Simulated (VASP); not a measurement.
Input of a VASP 6.6.1 run:

Contents of INCAR:

```
PREC = Accurate
ENCUT = 500
EDIFF = 1E-6
ISMEAR = -1
SIGMA = 0.1
LREAL = F
LASPH = T
NELM = 120
ALGO = Normal
ISIF = 2
LWAVE = F
LCHARG = F
GGA = PE
NBANDS = 19
GGA_COMPAT = F
```

Contents of KPOINTS:

```
regular mesh
0
Gamma
  8 8 5
```

File POSCAR:

```
Ti
1.0
    2.9500000000      0.0000000000      0.0000000000
   -1.4750000000      2.5547749412      0.0000000000
    0.0000000000      0.0000000000      4.6800000000
Ti
2
Direct
    0.3333333333      0.6666666667      0.2500000000
    0.6666666667      0.3333333333      0.7500000000
```

Potentials or basis: VASP PAW PBE potentials, release 64 (Ti_sv).

Run with:

```console
$ cat potpaw_PBE.64/Ti_sv/POTCAR > POTCAR
$ mpirun -np 1 vasp_std > vasp.out
```

Problem. Estimate the band gap on the k mesh.

Solution. Zero (bands 12 and 13 overlap by 0.98 eV).

Problem. Predict the pressure.

Solution. -1.6 GPa.

Stress tensor (GPa, compression positive):
```
-1.53  0.00  0.00
 0.00 -1.53  0.00
 0.00  0.00 -1.79
```
